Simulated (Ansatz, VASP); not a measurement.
CuI: VASP beside Ansatz

Contents of INCAR:

```
SYSTEM = CuI
PREC = Accurate ; ENCUT = 600
EDIFF = 1E-6 ; ISMEAR = 0
SIGMA = 0.01 ; LREAL = .FALSE.
LASPH = .TRUE. ; NELM = 120
ALGO = Normal ; ISIF = 2
LWAVE = .FALSE. ; LCHARG = .FALSE.
GGA = PS ; NBANDS = 26
GGA_COMPAT = .FALSE.
```

The input KPOINTS:

```
Automatic mesh
0
G
  4 4 2
  0 0 0
```

Contents of POSCAR:

```
CuI
1.0
    4.0229000000      0.0000000000      0.0000000000
    0.0000000000      4.0229000000      0.0000000000
    0.0000000000      0.0000000000      5.6506000000
Cu I
2 2
Direct
    0.0000000000      0.0000000000      0.0000000000
    0.5000000000      0.5000000000      0.0000000000
    0.0000000000      0.5000000000      0.2913000000
    0.5000000000      0.0000000000      0.7087000000
```

Input for Ansatz:

```yaml
crystal:
  lattice:
    - [4.0229, 0.0, 0.0]
    - [0.0, 4.0229, 0.0]
    - [0.0, 0.0, 5.6506]
  atoms:
    - { symbol: Cu, position: [0.0, 0.0, 0.0] }
    - { symbol: Cu, position: [0.5, 0.5, 0.0] }
    - { symbol: I, position: [0.0, 0.5, 0.2913] }
    - { symbol: I, position: [0.5, 0.0, 0.7087] }
basis:
  ecutwfc: 510.0
kpoints:
  mp_grid:
    grid: [4, 4, 2]
hamiltonian:
  xc: pbesol
scf:
  occupations:
    method: fixed
output:
  eigenvalues: true
```

Alike in both runs: task single point; functional PBEsol; k mesh 4 × 4 × 2; no spin polarisation.

```csv
,VASP,Ansatz
version,VASP 6.6.1,Ansatz 0.2.0
potentials or method,"VASP PAW PBE potentials, release 64 (Cu, I), cutoff 600 eV","plane waves, PAW"
occupations,"gaussian, width 0.01 eV",fixed
valence electrons in the cell,36,72
```

```tsv
	VASP	Ansatz	Ansatz less VASP
gap on the k mesh at the Fermi level (eV)	1.45	1.44	-0.011
```

VASP's potentials were made for PBE, not for PBEsol. VASP's potentials hold 36 valence electrons a cell and Ansatz's 72, so a difference there can come from the potentials and not from the codes.

The k mesh is coarse, so the values compare programs but aren't converged. Neither program's run includes spin-orbit coupling.
